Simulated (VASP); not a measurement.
Wanted: the native input for a VASP 6.6.1 run.

| Item | Value |
| --- | --- |
| Task | relaxation of the atoms |
| Functional | r2SCAN |
| Potentials or basis | VASP PAW PBE potentials, release 64 (Al, Pt) |
| Cutoff | 520 eV |
| k mesh | 10 × 10 × 10 |
| Occupations | fermi-dirac, width 0.1 eV |
| Spin | no spin polarisation |
| Dipole correction | no |
| Further INCAR settings | ALGO = Normal; EDIFF = 1e-07; IBRION = 2; EDIFFG = -0.01; NSW = 50 |

Al2Pt:

```xyz
3
Lattice="0.0000 2.9115 2.9115 2.9115 0.0000 2.9115 2.9115 2.9115 0.0000" Properties=species:S:1:pos:R:3 pbc="T T T"
Al    1.4558    1.4558    1.4558
Al    4.3673    4.3673    4.3673
Pt    0.0000    0.0000    0.0000
```

One way to write it, as run:

POSCAR

```
Al2Pt
1.0
    0.0000000000      2.9115139000      2.9115139000
    2.9115139000      0.0000000000      2.9115139000
    2.9115139000      2.9115139000      0.0000000000
Al Pt
2 1
Direct
    0.2500000000      0.2500000000      0.2500000000
    0.7500000000      0.7500000000      0.7500000000
    0.0000000000      0.0000000000      0.0000000000
```

INCAR.step1

```
SYSTEM = Al2Pt
PREC = Accurate
ENCUT = 520
ISMEAR = -1
SIGMA = 0.1
LREAL = .False.
LASPH = .True.
NELM = 80
GGA = PE
ALGO = Normal
EDIFF = 1E-4
LWAVE = .True.
LCHARG = .False.
```

INCAR.step2

```
SYSTEM = Al2Pt
PREC = Accurate
ENCUT = 520
EDIFF = 1E-7
ISMEAR = -1
SIGMA = 0.1
LREAL = .False.
LASPH = .True.
NELM = 80
ALGO = Normal
ISIF = 2
LWAVE = .False.
LCHARG = .False.
METAGGA = R2SCAN
LMIXTAU = .True.
IBRION = 2
NSW = 50
EDIFFG = -0.01
ISTART = 1
```

KPOINTS

```
Automatic mesh
0
Gamma
  10 10 10
  0 0 0
```

Potentials or basis: VASP PAW PBE potentials, release 64 (Al, Pt).

The run is started by

```console
$ cat potpaw_PBE.64/Al/POTCAR potpaw_PBE.64/Pt/POTCAR > POTCAR
$ cp INCAR.step1 INCAR
$ mpirun -np 1 vasp_std > vasp.out
$ cp INCAR.step2 INCAR
$ mpirun -np 1 vasp_std > vasp.out
```

Results of the run:

```
Pressure after relaxing : 6.2 GPa
Band gap on the k mesh  : zero (bands 8 and 9 overlap by 5.80 eV)
```

Caveat: the relaxation stopped at its first step, so nothing moved; the PAW data sets were made with another functional, which shifts forces and pressure a little; spin-orbit coupling is left out, which moves the levels of the heavy elements.

Run time: 38 s on 1 thread of Intel(R) Xeon(R) 6975P-C (Granite Rapids) (shared host), peak memory 0.2 GiB.
